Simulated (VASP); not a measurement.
# KMgF3 (Pm-3m) in VASP: further runs

Runs on KMgF3. Level: r2SCAN. Tasks: single point.

Everything below comes from runs of VASP 6.6.1. Logs are shortened: lines on timing, memory, paths and dates and some standing lists are left out, and cuts for length are marked.

### 1 The cell of the first run

Symmetry: Pm-3m, No. 221, cubic system. Conventional cell: a = 3.948 Å, b = 3.948 Å, c = 3.948 Å, α = 90.00°, β = 90.00°, γ = 90.00°. Within 3.7 Å of K (site symmetry m-3m) lie 12 F at 2.79 Å and 8 Mg at 3.42 Å. Mg (site symmetry m-3m) has 6 F at 1.97 Å within 2.6 Å. Within 2.6 Å of F (site symmetry 4/mmm) lie 2 Mg at 1.97 Å.

### 2 Single point, r2SCAN

Input file POSCAR:

```
KMgF3
1.0
    3.9484688539      0.0000000000      0.0000000000
    0.0000000000      3.9484688539      0.0000000000
    0.0000000000      0.0000000000      3.9484688539
K Mg F
1 1 3
Direct
    0.5000000000      0.5000000000      0.5000000000
    0.0000000000      0.0000000000      0.0000000000
    0.0000000000      0.0000000000      0.5000000000
    0.0000000000      0.5000000000      0.0000000000
    0.5000000000      0.0000000000      0.0000000000
```

Input file INCAR.step1:

```
PREC = Accurate
ENCUT = 520
ISMEAR = -1
SIGMA = 0.05
LREAL = False
LASPH = True
NELM = 60
NBANDS = 24
GGA = PE
ALGO = Normal
EDIFF = 1E-4
LWAVE = True
LCHARG = False
```

Input file INCAR.step2:

```
PREC = Accurate
ENCUT = 520
EDIFF = 1E-6
ISMEAR = -1
SIGMA = 0.05
LREAL = False
LASPH = True
NELM = 60
ALGO = Normal
ISIF = 2
LWAVE = False
LCHARG = False
METAGGA = R2SCAN
LMIXTAU = True
NBANDS = 24
ISTART = 1
```

Input file KPOINTS:

```
regular mesh
0
Gamma
  7 7 7
```

Potentials or basis: VASP PAW PBE potentials, release 64 (K_sv, Mg, F).

Started as:

```console
> cat potpaw_PBE.64/K_sv/POTCAR potpaw_PBE.64/Mg/POTCAR potpaw_PBE.64/F/POTCAR > POTCAR
> cp INCAR.step1 INCAR
> mpirun -np 1 vasp_std > vasp.out
> cp INCAR.step2 INCAR
> mpirun -np 1 vasp_std > vasp.out
```

OUTCAR:

```text
PREC = Accurate
   ENCUT = 520
   EDIFF = 1E-6
   ISMEAR = -1
   LREAL = False
   LASPH = True
   NELM = 60
   ISIF = 2
   METAGGA = R2SCAN
   ISTART = 1

 ion  position               nearest neighbor table
   1  0.500  0.500  0.500-   3 2.79   4 2.79   5 2.79   4 2.79   5 2.79   3 2.79   5 2.79   5 2.79
                             3 2.79   4 2.79   4 2.79   3 2.79   2 3.42   2 3.42   2 3.42   2 3.42
   2  0.000  0.000  0.000-   3 1.97   4 1.97   5 1.97   3 1.97   4 1.97   5 1.97   1 3.42   1 3.42
                             1 3.42   1 3.42   1 3.42   1 3.42   1 3.42   1 3.42
   3  0.000  0.000  0.500-   2 1.97   2 1.97   1 2.79   1 2.79   1 2.79   1 2.79
   4  0.000  0.500  0.000-   2 1.97   2 1.97   1 2.79   1 2.79   1 2.79   1 2.79
   5  0.500  0.000  0.000-   2 1.97   2 1.97   1 2.79   1 2.79   1 2.79   1 2.79

  LATTYP: Found a simple cubic cell.
 ALAT       =     3.9484688539

  Lattice vectors:

 A1 = (   3.9484688539,   0.0000000000,   0.0000000000)
 A2 = (   0.0000000000,   3.9484688539,   0.0000000000)
 A3 = (   0.0000000000,   0.0000000000,   3.9484688539)

Analysis of symmetry for initial positions (statically):
=====================================================================
 Subroutine PRICEL returns:
 Original cell was already a primitive cell.

 Routine SETGRP: Setting up the symmetry group for a
 simple cubic supercell.

 Subroutine GETGRP returns: Found 48 space group operations
 (whereof 48 operations were pure point group operations)
 out of a pool of 48 trial point group operations.

The static configuration has the point symmetry O_h .

Analysis of symmetry for dynamics (positions and initial velocities):
=====================================================================
 Subroutine PRICEL returns:
 Original cell was already a primitive cell.

 Routine SETGRP: Setting up the symmetry group for a
 simple cubic supercell.

 Subroutine GETGRP returns: Found 48 space group operations
 (whereof 48 operations were pure point group operations)
 out of a pool of 48 trial point group operations.

The dynamic configuration has the point symmetry O_h .

 Subroutine INISYM returns: Found 48 space group operations
 (whereof 48 operations are pure point group operations),
 and found     1 'primitive' translations
[... 91 lines left out ...]
   LNONCOLLINEAR =      F non collinear calculations
   LSORBIT =      F    spin-orbit coupling
   LASPH  =      T    aspherical Exc in radial PAW
   ENCUT  =  520.0 eV  38.22 Ry    6.18 a.u.   7.34  7.34  7.34*2*pi/ulx,y,z
   NELM   =     60;   NELMIN=  2; NELMDL=  0     # of ELM steps
   EDIFF  = 0.1E-05   stopping-criterion for ELM
   LREAL  =      F    real-space projection
   EDIFFG = 0.1E-04   stopping-criterion for IOM
   NSW    =      0    number of steps for IOM
   IBRION =     -1    ionic relax: 0-MD 1-quasi-New 2-CG
   NFREE  =      0    steps in history (QN), initial steepest desc. (CG)
   ISIF   =      2    stress and relaxation
   ISYM   =      2    0-nonsym 1-usesym 2-fastsym
   POTIM  = 0.5000    time-step for ionic-motion
   TEBEG  =    0.0;   TEEND  =   0.0 temperature during run
   PSTRESS=    0.0 pullay stress
   NELECT =      32.0000    total number of electrons
   NUPDOWN=      -1.0000    fix difference up-down
   EMIN   =  10.00;   EMAX   =-10.00  energy-range for DOS
   EFERMI =   0.00;   METHOD = LEGACY
   ISMEAR =    -1;   SIGMA  =   0.05  broadening in eV -4-tet -1-fermi 0-gaus
   EFERMI_NEDOS =   21; number of points for ismear=-14 and -15
   IALGO  =     38    algorithm
   IMIX   =      4    mixing-type and parameters
     AMIX     =   0.40;   BMIX     =  1.00
     AMIX_MAG =   1.60;   BMIX_MAG =  1.00
  volume/ion in A,a.u.               =      12.31        83.08
  Fermi-wavevector in a.u.,A,eV,Ry     =   1.316324  2.487492 23.574933  1.732709
  Thomas-Fermi vector in A             =   2.446444
   LORBIT       =      0    0 simple, 1 ext, 2 COOP (PROOUT), +10 PAW based schemes
   METAGGA = R2SCAN    functional components
   LHFCALC =     F    Hartree Fock is set to
   AEXX    =    0.0000 exact exchange contribution
   IVDW    =     0    specifies the selected vdW correction
   LEPSILON=     F    determine dielectric tensor
   LRPA    =     F    only Hartree local field effects (RPA)
 non-spin polarized calculation
  energy-cutoff  :      520.00
  volume of cell :       61.56
 maximum number of plane-waves:      1675
 NGX is ok and might be reduce to    30
   NGX = 15   NGY = 15   NGZ = 15

 number of electron      31.9999964 magnetization

 Free energy of the ion-electron system (eV)
  ---------------------------------------------------
  ext. energy  EPLUGINS =         0.00000000
  ---------------------------------------------------
  free energy    TOTEN  =       -37.40876473 eV

  energy without entropy =      -37.40876473  energy(sigma->0) =      -37.40876473

 E-fermi :  -0.9314     XC(G=0): -10.3573

 val. band max:       -2.1079131096   @ k =   0.4286   0.4286   0.4286
 cond. band min:       6.4021839299   @ k =   0.0000   0.0000   0.0000
 fundamental gap:      8.5100970395
 Fermi energy:        -0.9314126567

 k-point     1 :       0.0000    0.0000    0.0000
  band No.  band energies     occupation
      1     -28.6166      2.00000
      2     -23.3891      2.00000
      3     -22.7211      2.00000
      4     -22.7211      2.00000
      5     -11.3473      2.00000
      6     -11.3473      2.00000
[... 529 lines left out ...]
     23      14.6478      0.00000
     24      14.7386      0.00000

------------------------ aborting loop because EDIFF is reached ----------------------------------------

  FORCE on cell =-STRESS in cart. coord.  units (eV):
  Direction    XX          YY          ZZ          XY          YZ          ZX
  --------------------------------------------------------------------------------------
  -------------------------------------------------------------------------------------
  Total        0.5370674      0.5370674      0.5370674      0.0000000      0.0000000     -0.0000000
  in kB       13.9782628     13.9782628     13.9782628      0.0000000      0.0000000     -0.0000000
  external PRESSURE =      13.9782628 kB  Pullay stress =       0.0000000 kB

 VOLUME and BASIS-vectors are now :
 -----------------------------------------------------------------------------
  energy-cutoff  :      520.00
  volume of cell :       61.56
      direct lattice vectors                 reciprocal lattice vectors
     3.948468854  0.000000000  0.000000000     0.253262730  0.000000000  0.000000000
     0.000000000  3.948468854  0.000000000     0.000000000  0.253262730  0.000000000
     0.000000000  0.000000000  3.948468854     0.000000000  0.000000000  0.253262730

 POSITION                                       TOTAL-FORCE (eV/Angst)
 -----------------------------------------------------------------------------------
      1.97423      1.97423      1.97423         0.000000      0.000000      0.000000
      0.00000      0.00000      0.00000         0.000000      0.000000      0.000000
      0.00000      0.00000      1.97423         0.000000      0.000000      0.000000
      0.00000      1.97423      0.00000         0.000000      0.000000      0.000000
      1.97423      0.00000      0.00000         0.000000      0.000000      0.000000
 -----------------------------------------------------------------------------------
    total drift:                                0.000000     -0.000000      0.000000

  FREE ENERGIE OF THE ION-ELECTRON SYSTEM (eV)
  ---------------------------------------------------
  free  energy   TOTEN  =       -37.4087647296 eV

  energy  without entropy=      -37.4087647296  energy(sigma->0) =      -37.40876473
```

OUTCAR.step1:

```text
PREC = Accurate
   ENCUT = 520
   ISMEAR = -1
   LREAL = False
   LASPH = True
   NELM = 60
[... 766 lines left out ...]
      0.00000      0.00000      1.97423         0.000000      0.000000      0.000000
      0.00000      1.97423      0.00000         0.000000      0.000000      0.000000
      1.97423      0.00000      0.00000         0.000000      0.000000      0.000000
 -----------------------------------------------------------------------------------
    total drift:                                0.000000     -0.000000      0.000000

  FREE ENERGIE OF THE ION-ELECTRON SYSTEM (eV)
  ---------------------------------------------------
  free  energy   TOTEN  =       -24.3604158612 eV

  energy  without entropy=      -24.3604158611  energy(sigma->0) =      -24.36041586
```

Run time: 2.9 min. Hardware: 1 thread of Intel Xeon Platinum 8488C (Sapphire Rapids), shared host; peak memory 0.18 GiB.

Results:

```
Free energy            : -37.4088 eV
Pressure               : 1.4 GPa
Band gap on the k mesh : 8.51 eV, indirect (least direct gap 8.80 eV)
```

Caveat: the PAW data sets were made with another functional, which shifts forces and pressure a little.

### 3 Single point, r2SCAN

This run uses another cell than the first one, of 12.62 Å³/atom, 1.025 times its volume.

POSCAR: that of step 2 with these lines changed.

```diff
@@ -2,5 +2,5 @@
 1.0
-    3.9484688539      0.0000000000      0.0000000000
-    0.0000000000      3.9484688539      0.0000000000
-    0.0000000000      0.0000000000      3.9484688539
+    3.9808228008      0.0000000000      0.0000000000
+    0.0000000000      3.9808228008      0.0000000000
+    0.0000000000      0.0000000000      3.9808228008
 K Mg F
```

Input file INCAR.step1:

```
SYSTEM = KMgF3
  PREC = Accurate
  ENCUT = 520
  ISMEAR = -1
  SIGMA = 0.05
  LREAL = .FALSE.
  LASPH = .TRUE.
  NELM = 80
  NBANDS = 24
  GGA = PE
  ALGO = Normal
  EDIFF = 1E-4
  LWAVE = .TRUE.
  LCHARG = .FALSE.
```

Input file INCAR.step2:

```
SYSTEM = KMgF3
  PREC = Accurate
  ENCUT = 520
  EDIFF = 1E-6
  ISMEAR = -1
  SIGMA = 0.05
  LREAL = .FALSE.
  LASPH = .TRUE.
  NELM = 80
  ALGO = Normal
  ISIF = 2
  LWAVE = .FALSE.
  LCHARG = .FALSE.
  METAGGA = R2SCAN
  LMIXTAU = .TRUE.
  NBANDS = 24
  ISTART = 1
```

Input file KPOINTS:

```
regular mesh
0
G
  7 7 7
  0 0 0
```

Potentials or basis: VASP PAW PBE potentials, release 64 (K_sv, Mg, F).

Started as:

```console
> cat potpaw_PBE.64/K_sv/POTCAR potpaw_PBE.64/Mg/POTCAR potpaw_PBE.64/F/POTCAR > POTCAR
> cp INCAR.step1 INCAR
> mpirun -np 1 vasp_std > vasp.out
> cp INCAR.step2 INCAR
> mpirun -np 1 vasp_std > vasp.out
```

Wall time 3 min (1 thread of Intel Xeon Platinum 8488C (Sapphire Rapids), shared host); peak memory 0.18 GiB.

The run converged. Its results:

| Quantity | Value |
| --- | --- |
| Free energy | -37.4156 eV |
| Pressure | -0.6 GPa |
| Band gap on the k mesh | 8.31 eV, indirect (least direct gap 8.60 eV) |

Levels at points of the mesh, in eV from the valence-band top:
```csv
k point,band 14,band 15,band 16,band 17,band 18,band 19
"(0.00, 0.00, 0.00)",-0.29,-0.29,-0.29,8.31,10.88,10.88
```

Caveat: the PAW data sets were made with another functional, which shifts forces and pressure a little.
